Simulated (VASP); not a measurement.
Write the native input for VASP 6.6.1 that does the following.

```
Task                   : electric field gradients
Functional             : PBE
Potentials or basis    : VASP PAW PBE potentials, release 64 (Te)
Cutoff                 : 520 eV
k mesh                 : 9 × 9 × 9
Occupations            : methfessel-paxton, width 0.05 eV
Spin                   : non-collinear spin, zero start, spin-orbit coupling
Starting moments       : [[0.0, 0.0, 0.0]] μB
Dipole correction      : no
Further INCAR settings : ALGO = Normal; EDIFF = 1e-08; NBANDS = 17
```

The structure of Te lies in POSCAR:

```
Te
1.0
    3.1541904700      0.0000000000      0.0000000000
   -0.2173210954      3.1466949427      0.0000000000
   -0.2173210954     -0.2328476703      3.1380680402
Te
1
Direct
    0.5000000000      0.5000000000      0.5000000000
```

One way to write it, as run:

INCAR

```
ALGO = Normal ; EDIFF = 1E-8
ENCUT = 520 ; GGA = PE
GGA_COMPAT = False ; ISIF = 2
ISMEAR = 1 ; LASPH = True
LCHARG = False ; LEFG = True
LORBIT = 11 ; LORBMOM = True
LREAL = False ; LSORBIT = True
LWAVE = False ; MAGMOM = 0 0 0
NBANDS = 17 ; NELM = 150
PREC = Accurate ; SIGMA = 0.05
```

KPOINTS

```
k-points
0
Gamma
  9 9 9
```

Potentials or basis: VASP PAW PBE potentials, release 64 (Te).

The run is started by

```bash
$ cat potpaw_PBE.64/Te/POTCAR > POTCAR
$ mpirun -np 1 vasp_ncl > vasp.out
```

Results of the run:

- Pressure: 2.9 GPa
- Net moment: 0.00 μB per cell
- Valence electrons inside the program's atomic spheres: Te 3.28

Caveat: without QUAD_EFG the Cq values of the log hold for a quadrupole moment of 1 mb, not for the nuclei.

It took 42 s on 1 thread of AMD EPYC 9R45 96-Core Processor (Zen 5) (shared host), peak memory 0.2 GiB.
